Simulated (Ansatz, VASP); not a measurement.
# Two plane-wave programs on Ir

POSCAR

```
Ir
1.0
    2.8053401807      0.0000000000      0.0000000000
   -1.4026700903      2.4294958627      0.0000000000
    0.0000000000      0.0000000000      4.5498081014
Ir
2
Direct
    0.3333333333      0.6666666667      0.2500000000
    0.6666666667      0.3333333333      0.7500000000
```

File INCAR.step1:

```
SYSTEM = Ir
ALGO = Normal ; EDIFF = 1E-4
ENCUT = 520 ; GGA = PE
ISMEAR = -1 ; LASPH = .TRUE.
LCHARG = .FALSE. ; LREAL = .FALSE.
LWAVE = .TRUE. ; NBANDS = 16
NELM = 60 ; PREC = Accurate
SIGMA = 0.05
```

INCAR.step2

```
SYSTEM = Ir
ALGO = Normal ; EDIFF = 1E-7
ENCUT = 520 ; ISIF = 2
ISMEAR = -1 ; ISTART = 1
LASPH = .TRUE. ; LCHARG = .TRUE.
LELF = .TRUE. ; LMIXTAU = .TRUE.
LREAL = .FALSE. ; LVHAR = .TRUE.
LWAVE = .FALSE. ; METAGGA = R2SCAN
NBANDS = 16 ; NELM = 60
PREC = Accurate ; SIGMA = 0.05
```

File KPOINTS:

```
k-points
0
G
  11 11 6
  0 0 0
```

File input.yaml:

```yaml
crystal:
  lattice:
    - [2.8053401807, 0.0, 0.0]
    - [-1.4026700903, 2.4294958627, 0.0]
    - [0.0, 0.0, 4.5498081014]
  atoms:
    - { symbol: Ir, position: [0.3333333333, 0.6666666667, 0.25] }
    - { symbol: Ir, position: [0.6666666667, 0.3333333333, 0.75] }
hamiltonian:
  xc: r2scan
  pseudopotentials: { kind: paw }
kpoints:
  mp_grid: { grid: [11, 11, 6] }
scf:
  occupations: { method: fermi_dirac, width: 0.05 }
output:
  forces: true
  stress: true
  eigenvalues: true
```

Alike in both runs: task single point; functional r2SCAN; k mesh 11 × 11 × 6; occupations fermi-dirac, width 0.05 eV; no spin polarisation.

```csv
,VASP,Ansatz
version,VASP 6.6.1,Ansatz 0.2.0
potentials or method,"VASP PAW PBE potentials, release 64 (Ir)",Ansatz PAW
plane-wave cutoff (eV),520,500
valence electrons in the cell,18,34
```

Ansatz gave:

```
gap on the k mesh at the Fermi level (eV)                     : none
pressure (GPa)                                                : -25.0
traceless stress, the component that is largest in VASP (GPa) : -0.57
```

Question: Which values does VASP return?

Answer: gap on the k mesh at the Fermi level (eV): none; pressure (GPa): -23.4; traceless stress, the component that is largest in VASP (GPa): -0.48.

VASP's potentials were made for PBE, not for r2SCAN. A gap of «none» marks a metal or a gap that the smearing closes. VASP's potentials hold 18 valence electrons a cell and Ansatz's 34, so a difference there can come from the potentials and not from the codes.

Spin-orbit coupling is off throughout.
